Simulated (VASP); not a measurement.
**Sr: single point with PBE**

The system is Sr.

```xyz
1
Lattice="-2.5022 2.5022 2.4294 2.5022 -2.5022 2.4294 2.5022 2.5022 -2.4294" Properties=species:S:1:pos:R:3 pbc="T T T"
Sr    0.0000    0.0000    0.0000
```

This cell differs from its parent crystal: strained.

```
Program                : VASP 6.6.1
Task                   : single point
Functional             : PBE
Potentials or basis    : VASP PAW PBE potentials, release 64 (Sr_sv)
Cutoff                 : 520 eV
k mesh                 : 10 × 10 × 10
Occupations            : gaussian, width 0.1 eV
Spin                   : no spin polarisation
Dipole correction      : no
Further INCAR settings : ALGO = Normal; EDIFF = 1e-06; NBANDS = 11
```

```yaml
Pressure: -1.1 GPa
Band_gap_on_the_k_mesh: zero (bands 5 and 6 overlap by 0.20 eV)
```

Levels at points of the mesh, in eV from the Fermi level:
```
           k point  band 1  band 2  band 3  band 4  band 5  band 6  band 7  band 8  band 9  band 10
(0.00, 0.00, 0.00)  -36.86  -18.76  -18.76  -18.76   -3.52    2.11    2.27    2.27    3.31     3.53
(0.50, 0.00, 0.00)  -36.85  -18.90  -18.81  -18.76   -0.96    0.09    1.12    3.25    3.89     4.91
(0.50, 0.50, 0.00)  -36.85  -18.90  -18.81  -18.76   -1.02    0.02    1.29    3.09    3.78     4.89
(0.50, 0.50, 0.50)  -36.84  -18.86  -18.86  -18.86   -0.08   -0.03    3.08    3.08    3.46     4.55
```

It took 49 s on 1 thread of Intel Xeon 8259CL, with other jobs on the host, peak memory 0.21 GiB.

Caveat: the cell differs from its parent crystal (strained).
